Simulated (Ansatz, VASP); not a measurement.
# Al2BN3 in VASP and in Ansatz

```
CELL_PARAMETERS angstrom
2.96932 0.00000 0.00000
-1.48466 2.57151 0.00000
0.00000 0.00000 25.95628
ATOMIC_POSITIONS crystal
Al 0.66667 0.33333 0.08221
Al 0.66667 0.33333 0.41779
Al 0.33333 0.66667 0.91779
Al 0.33333 0.66667 0.58221
B 0.66667 0.33333 0.75000
B 0.33333 0.66667 0.25000
N 0.00000 0.00000 0.08237
N 0.00000 0.00000 0.41763
N 0.00000 0.00000 0.75000
N 0.00000 0.00000 0.91763
N 0.00000 0.00000 0.25000
N 0.00000 0.00000 0.58237
```

Alike in both runs: functional PBE; k mesh 6 × 6 × 1; occupations gaussian, width 0.1 eV; no spin polarisation.

Ansatz relaxed the structure, and its values are those at the end. VASP's run is a single point on that final structure, the one shown.

|  | VASP | Ansatz |
| --- | --- | --- |
| version | VASP 6.6.1 | Ansatz 0.2.0 |
| potentials or method | VASP PAW PBE potentials, release 64 (Al, B, N), cutoff 520 eV | scalar-relativistic, plane waves, PAW |
| valence electrons in the cell | 48 | 48 |

```csv
,VASP,Ansatz,Ansatz less VASP
gap on the k mesh at the Fermi level (eV),2.19,2.19,-0.001
least direct gap on the mesh (eV),2.34,2.35,+0.004
pressure (GPa),0.1,0.0,-0.05
```

With one functional, cell and mesh, what is left measures potentials, basis and numerics.
